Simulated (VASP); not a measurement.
# Ge (Fm-3m) in VASP: notebook, part 3 of 3

VASP 6.6.1. The steps go on from the part before.

### 6 Single point, PBE, collinear spin, zero start

The input, INCAR:

```
SYSTEM = Ge
PREC     = Accurate       ! precision mode
ENCUT    = 500            ! plane-wave cutoff, eV
EDIFF    = 1E-6           ! SCF threshold, eV
ISMEAR   = 0              ! smearing method
SIGMA    = 0.1            ! smearing width, eV
LREAL    = .False.        ! projectors in reciprocal space
LASPH    = .True.         ! aspherical terms in the spheres
NELM     = 200            ! most SCF steps
ALGO     = Normal         ! electronic algorithm
ISIF     = 2              ! what is computed and relaxed
LWAVE    = .False.        ! write WAVECAR
LCHARG   = .False.        ! write CHGCAR
ISPIN    = 2              ! spin polarisation
MAGMOM   = 0              ! initial moments
LORBIT   = 11             ! projections on sites
GGA      = PE             ! functional
NBANDS   = 17             ! bands
GGA_COMPAT= .False.
```

The input, KPOINTS:

```
regular mesh
0
Gamma
  10 10 10
  0 0 0
```

The input, POSCAR:

```
Ge
1.0
    0.0000000000      2.0983605250      2.0983605250
    2.0983605250      0.0000000000      2.0983605250
    2.0983605250      2.0983605250      0.0000000000
Ge
1
Direct
    0.0000000000      0.0000000000      0.0000000000
```

Potentials or basis: VASP PAW PBE potentials, release 64 (Ge_d).

Started as:

```console
cat potpaw_PBE.64/Ge_d/POTCAR > POTCAR
mpirun -np 1 vasp_std > vasp.out
```

OUTCAR:

```text
SYSTEM = Ge
   PREC = Accurate
   ENCUT = 500
   EDIFF = 1E-6
   ISMEAR = 0
   LREAL = .False.
   LASPH = .True.
   NELM = 200
   ISIF = 2
   ISPIN = 2
   LORBIT = 11
   GGA = PE

 ion  position               nearest neighbor table
   1  0.000  0.000  0.000-

  LATTYP: Found a face centered cubic cell.
 ALAT       =     4.1967210500

  Lattice vectors:

 A1 = (   0.0000000000,   2.0983605250,   2.0983605250)
 A2 = (   2.0983605250,   0.0000000000,   2.0983605250)
 A3 = (   2.0983605250,   2.0983605250,   0.0000000000)

Analysis of symmetry for initial positions (statically):
=====================================================================
 Subroutine PRICEL returns:
 Original cell was already a primitive cell.

 Routine SETGRP: Setting up the symmetry group for a
 face centered cubic supercell.

 Subroutine GETGRP returns: Found 48 space group operations
[... 9 lines left out ...]

 Routine SETGRP: Setting up the symmetry group for a
 face centered cubic supercell.

 Subroutine GETGRP returns: Found 48 space group operations
 (whereof 48 operations were pure point group operations)
 out of a pool of 48 trial point group operations.

The dynamic configuration has the point symmetry O_h .

Analysis of structural, dynamic, and magnetic symmetry:
=====================================================================
 Subroutine PRICEL returns:
 Original cell was already a primitive cell.

 Routine SETGRP: Setting up the symmetry group for a
 face centered cubic supercell.

 Subroutine GETGRP returns: Found 48 space group operations
 (whereof 48 operations were pure point group operations)
 out of a pool of 48 trial point group operations.

The overall configuration has the point symmetry O_h .

 Subroutine INISYM returns: Found 48 space group operations
[... 5 lines left out ...]
                                     Primitive cell

  volume of cell :      18.4787

  direct lattice vectors                    reciprocal lattice vectors
     0.000000000  2.098360525  2.098360525    -0.238281265  0.238281265  0.238281265
     2.098360525  0.000000000  2.098360525     0.238281265 -0.238281265  0.238281265
     2.098360525  2.098360525  0.000000000     0.238281265  0.238281265 -0.238281265

  length of vectors
     2.967529913  2.967529913  2.967529913     0.412715257  0.412715257  0.412715257

  position of ions in fractional coordinates (direct lattice)
     0.000000000  0.000000000  0.000000000

  ion indices of the primitive-cell ions
   primitive index   ion index
                 1           1

----------------------------------------------------------------------------------------

 KPOINTS: regular mesh

Automatic generation of k-mesh.
 Grid dimensions read from file:
 generate k-points for:   10   10   10

 Generating k-lattice:

  Cartesian coordinates                     Fractional coordinates (reciprocal lattice)
    -0.023828126  0.023828126  0.023828126     0.100000000  0.000000000  0.000000000
     0.023828126 -0.023828126  0.023828126     0.000000000  0.100000000  0.000000000
     0.023828126  0.023828126 -0.023828126     0.000000000  0.000000000  0.100000000

  Length of vectors
     0.041271526  0.041271526  0.041271526

  Shift w.r.t. Gamma in fractional coordinates (k-lattice)
     0.000000000  0.000000000  0.000000000

 Subroutine IBZKPT returns following result:
 ===========================================

 Found     47 irreducible k-points:

 Following reciprocal coordinates:
            Coordinates               Weight
  0.000000  0.000000  0.000000      1.000000
  0.100000  0.000000  0.000000      8.000000
  0.200000  0.000000  0.000000      8.000000
  0.300000  0.000000  0.000000      8.000000
  0.400000  0.000000  0.000000      8.000000
  0.500000  0.000000  0.000000      4.000000
[... 16 lines left out ...]
  0.300000  0.300000  0.000000      6.000000
  0.400000  0.300000  0.000000     24.000000
 [... further k-points ...]
   k-points           NKPTS =     47   k-points in BZ     NKDIM =     47   number of bands    NBANDS=     17
   number of dos      NEDOS =    301   number of ions     NIONS =      1
   total plane-waves  NPLWV =  13824
   dimension x,y,z NGX =    24 NGY =   24 NGZ =   24
   dimension x,y,z NGXF=    48 NGYF=   48 NGZF=   48
   ions per type =               1
   NGX,Y,Z   is equivalent  to a cutoff of  13.45, 13.45, 13.45 a.u.
   NGXF,Y,Z  is equivalent  to a cutoff of  26.89, 26.89, 26.89 a.u.
 SYSTEM =  Ge
   PREC   = accura    normal or accurate (medium, high low for compatibility)
   ISTART =      0    job   : 0-new  1-cont  2-samecut
   ICHARG =      2    charge: 1-file 2-atom 10-const
   ISPIN  =      2    spin polarized calculation?
   LNONCOLLINEAR =      F non collinear calculations
   LSORBIT =      F    spin-orbit coupling
   LASPH  =      T    aspherical Exc in radial PAW
   ENCUT  =  500.0 eV  36.75 Ry    6.06 a.u.   5.41  5.41  5.41*2*pi/ulx,y,z
   NELM   =    200;   NELMIN=  2; NELMDL= -5     # of ELM steps
   EDIFF  = 0.1E-05   stopping-criterion for ELM
   LREAL  =      F    real-space projection
   EDIFFG = 0.1E-04   stopping-criterion for IOM
   NSW    =      0    number of steps for IOM
   IBRION =     -1    ionic relax: 0-MD 1-quasi-New 2-CG
   NFREE  =      0    steps in history (QN), initial steepest desc. (CG)
   ISIF   =      2    stress and relaxation
   ISYM   =      2    0-nonsym 1-usesym 2-fastsym
   POTIM  = 0.5000    time-step for ionic-motion
   TEBEG  =    0.0;   TEEND  =   0.0 temperature during run
   PSTRESS=    0.0 pullay stress
   NELECT =      14.0000    total number of electrons
   NUPDOWN=      -1.0000    fix difference up-down
   EMIN   =  10.00;   EMAX   =-10.00  energy-range for DOS
   EFERMI =   0.00;   METHOD = LEGACY
   ISMEAR =     0;   SIGMA  =   0.10  broadening in eV -4-tet -1-fermi 0-gaus
   EFERMI_NEDOS =   21; number of points for ismear=-14 and -15
   IALGO  =     38    algorithm
   IMIX   =      4    mixing-type and parameters
     AMIX     =   0.40;   BMIX     =  1.00
     AMIX_MAG =   1.60;   BMIX_MAG =  1.00
  volume/ion in A,a.u.               =      18.48       124.70
  Fermi-wavevector in a.u.,A,eV,Ry     =   1.492430  2.820284 30.304914  2.227348
  Thomas-Fermi vector in A             =   2.604959
   LORBIT       =     11    0 simple, 1 ext, 2 COOP (PROOUT), +10 PAW based schemes
   GGA     = PE    functional components
   LHFCALC =     F    Hartree Fock is set to
   AEXX    =    0.0000 exact exchange contribution
   IVDW    =     0    specifies the selected vdW correction
   LEPSILON=     F    determine dielectric tensor
   LRPA    =     F    only Hartree local field effects (RPA)
 spin polarized calculation
 Gauss-broadening in eV      SIGMA  =   0.10
  energy-cutoff  :      500.00
  volume of cell :       18.48
 maximum number of plane-waves:       495
 NGX is ok and might be reduce to    24

 number of electron      13.9999991 magnetization      -0.0000217

 number of electron      13.9999991 magnetization       0.0000110

 Free energy of the ion-electron system (eV)
  ---------------------------------------------------
  ext. energy  EPLUGINS =         0.00000000
  ---------------------------------------------------
  free energy    TOTEN  =        -4.17097711 eV

  energy without entropy =       -4.16526628  energy(sigma->0) =       -4.16812169

 E-fermi :   7.1122     XC(G=0): -11.4038

 val. band max:        7.0641187665   @ k =   0.4000   0.2000   0.1000
 cond. band min:       7.1819293537   @ k =   0.4000   0.3000   0.0000
 fundamental gap:      0.1178105872
 Fermi energy:         7.1121919079

 spin component 1

 k-point     1 :       0.0000    0.0000    0.0000
  band No.  band energies     occupation
      1     -17.7155      1.00000
      2     -17.7155      1.00000
      3     -17.7155      1.00000
      4     -17.6624      1.00000
      5     -17.6624      1.00000
      6      -6.3272      1.00000
[... 459 lines left out ...]
      6      -2.0369      1.00000
[... 9 lines left out ...]
     16      36.0756      0.00000
     17      37.2628      0.00000

 [... further k-points ...]

 spin component 2

 k-point     1 :       0.0000    0.0000    0.0000
  band No.  band energies     occupation
      1     -17.7155      1.00000
      2     -17.7155      1.00000
      3     -17.7155      1.00000
      4     -17.6624      1.00000
      5     -17.6624      1.00000
      6      -6.3272      1.00000
[... 459 lines left out ...]
      6      -2.0369      1.00000
[... 9 lines left out ...]
     16      36.0756      0.00000
     17      37.2607      0.00000

 [... further k-points ...]

------------------------ aborting loop because EDIFF is reached ----------------------------------------

  FORCE on cell =-STRESS in cart. coord.  units (eV):
  Direction    XX          YY          ZZ          XY          YZ          ZX
  --------------------------------------------------------------------------------------
  -------------------------------------------------------------------------------------
  Total        0.4294549      0.4294549      0.4294549      0.0000000      0.0000000      0.0000000
  in kB       37.2355584     37.2355584     37.2355584      0.0000000      0.0000000      0.0000000
  external PRESSURE =      37.2355584 kB  Pullay stress =       0.0000000 kB

 VOLUME and BASIS-vectors are now :
 -----------------------------------------------------------------------------
  energy-cutoff  :      500.00
  volume of cell :       18.48
      direct lattice vectors                 reciprocal lattice vectors
     0.000000000  2.098360525  2.098360525    -0.238281265  0.238281265  0.238281265
     2.098360525  0.000000000  2.098360525     0.238281265 -0.238281265  0.238281265
     2.098360525  2.098360525  0.000000000     0.238281265  0.238281265 -0.238281265

 POSITION                                       TOTAL-FORCE (eV/Angst)
 -----------------------------------------------------------------------------------
      0.00000      0.00000      0.00000         0.000000      0.000000      0.000000
 -----------------------------------------------------------------------------------
    total drift:                               -0.000000     -0.000000      0.000000

  FREE ENERGIE OF THE ION-ELECTRON SYSTEM (eV)
  ---------------------------------------------------
  free  energy   TOTEN  =        -4.1709771130 eV

  energy  without entropy=       -4.1652662766  energy(sigma->0) =       -4.16812169

 total charge

# of ion       s       p       d       tot
------------------------------------------
    1        1.276   0.896  10.027  12.198

 magnetization (x)

# of ion       s       p       d       tot
------------------------------------------
    1       -0.000  -0.000  -0.000  -0.000
```

Wall time 28 s (1 thread of AMD EPYC 7R43 (Zen 3), shared host); peak memory 0.12 GiB.

What came out:

- Free energy: -4.1710 eV
- Pressure: 3.7 GPa
- Band gap on the k mesh: zero (filled and empty bands overlap)
- Net moment: 0.00 μB per cell
- Valence electrons inside the program's atomic spheres: Ge 12.20

Levels at points of the mesh, in eV from the Fermi level:
Spin up:
```tsv
k point	band 4	band 5	band 6	band 7	band 8	band 9	band 10	band 11
(0.00, 0.00, 0.00)	-24.77	-24.77	-13.44	9.11	9.11	9.11	14.13	14.13
(0.50, 0.00, 0.00)	-24.72	-24.72	-8.01	-5.75	6.98	6.98	12.33	12.77
(0.50, 0.50, 0.00)	-24.71	-24.71	-5.62	-4.46	2.61	2.61	6.43	6.65
```
Spin down:
| k point | band 4 | band 5 | band 6 | band 7 | band 8 | band 9 | band 10 | band 11 |
| --- | --- | --- | --- | --- | --- | --- | --- | --- |
| (0.00, 0.00, 0.00) | -24.77 | -24.77 | -13.44 | 9.11 | 9.11 | 9.11 | 14.13 | 14.13 |
| (0.50, 0.00, 0.00) | -24.72 | -24.72 | -8.01 | -5.75 | 6.98 | 6.98 | 12.33 | 12.77 |
| (0.50, 0.50, 0.00) | -24.71 | -24.71 | -5.62 | -4.46 | 2.61 | 2.61 | 6.43 | 6.65 |

### 7 Overview

| spin | cell | smearing | gap on the mesh (eV) | pressure (GPa) |
| --- | --- | --- | --- | --- |
| off | a = 2.968 Å, angles 60.0°, 1 atom | tetrahedron | none | 4.5 |
| off | a = 3.082 Å, angles 60.0°, 1 atom | gaussian 0.1 eV | none | -2.9 |
| collinear, zero start | a = 2.968 Å, angles 60.0°, 1 atom | gaussian 0.1 eV | none | 3.7 |

Alike in all rows: task single point; level PBE; potentials or basis VASP PAW PBE potentials, release 64 (Ge_d); k mesh 10 × 10 × 10; cutoff (eV) 500.

Total energies depend on the potentials used, so only differences within one code and one set of settings carry meaning.
